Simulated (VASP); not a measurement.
BN: single point with PBE

BN:

```
B N
1.0
     0.00000    3.50448    2.12794
     1.26097   -0.01271    2.14846
     1.26097    3.51720   -0.02052
B N
1 1
Direct
  0.00681 0.00712 0.99288
  0.65989 0.65958 0.34042
```

This cell differs from its parent crystal: strained and its atoms moved.

| Property | Result |
| --- | --- |
| Program | VASP 6.6.1 |
| Task | single point |
| Functional | PBE |
| Potentials or basis | VASP PAW PBE potentials, release 64 (B, N) |
| Cutoff | 520 eV |
| k mesh | 12 × 12 × 12 |
| Occupations | gaussian, width 0.02 eV |
| Spin | no spin polarisation |

```json
{"Pressure": "4.1 GPa", "Largest force": "2.102 eV/Å", "Band gap on the k mesh": "4.36 eV (least direct gap 4.68 eV)"}
```

Forces on the atoms (eV/Å):
```
B    0.000  0.042 -2.102
N    0.000 -0.042  2.102
```

Stress tensor (GPa, compression positive):
```
6.28 0.00 0.00
0.00 1.39 0.01
0.00 0.01 4.74
```

Levels at points of the mesh, in eV from the valence-band top:
```
           k point  band 2  band 3  band 4  band 5  band 6  band 7
(0.00, 0.00, 0.00)   -4.52   -2.13   -0.69    4.83   10.81   12.38
(0.50, 0.00, 0.00)   -9.07   -3.93   -0.97    4.38    9.91   13.31
(0.00, 0.50, 0.00)   -9.07   -3.93   -0.94    4.44    9.91   13.24
(0.50, 0.50, 0.00)   -8.91   -4.73   -0.67    6.24    9.08   12.42
(0.50, 0.00, 0.50)   -6.10   -2.15   -0.68    9.51   10.84   11.82
(0.00, 0.50, 0.50)   -8.74   -4.77   -1.56    4.36    9.50   14.28
```

Run time: 3.3 min on 1 thread of Intel Xeon 8259CL (shared host), peak memory 0.21 GiB.

Caveat: the cell differs from its parent crystal (strained and its atoms moved); the cell stands under pressure; forces of over 1 eV/Å act on the atoms, so gaps and moduli don't describe the material at rest. A k mesh can miss the band edges.
